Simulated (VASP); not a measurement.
AlNi, 2 atoms in the cell. The structure is cubic, space group Pm-3m (No. 221). The conventional cell has a = 2.860 Å, b = 2.860 Å, c = 2.860 Å, α = 90.00°, β = 90.00°, γ = 90.00°. Al (site symmetry m-3m) has 8 Ni at 2.48 Å and 6 Al at 2.86 Å within 3.3 Å. Within 3.3 Å of Ni (site symmetry m-3m) lie 8 Al at 2.48 Å and 6 Ni at 2.86 Å. 

```yaml
Program: VASP 6.6.1
Task: relaxation of cell and atoms
Functional: PBEsol
Potentials_or_basis: VASP PAW PBE potentials, release 64 (Al, Ni)
Cutoff: 600 eV
k_mesh: 14 × 14 × 14
Occupations: gaussian, width 0.1 eV
Spin: no spin polarisation
Dipole_correction: no
Further_INCAR_settings: ALGO = Normal; EDIFF = 1e-06; IBRION = 2; EDIFFG = -0.005; NSW = 100; ISIF = 3
```

Potentials or basis: VASP PAW PBE potentials, release 64 (Al, Ni).

Run with:

```bash
$ cat potpaw_PBE.64/Al/POTCAR potpaw_PBE.64/Ni/POTCAR > POTCAR
$ mpirun -np 1 vasp_std > vasp.out
```

Hardware: 1 thread of Intel(R) Xeon(R) Platinum 8488C (Sapphire Rapids), on a shared host.

Estimate the wall time of this run.

Run time: 22 s on 1 thread of Intel(R) Xeon(R) Platinum 8488C (Sapphire Rapids) (shared host), peak memory 0.17 GiB. Counts: scf iterations 26, k points 120, ion steps 3.
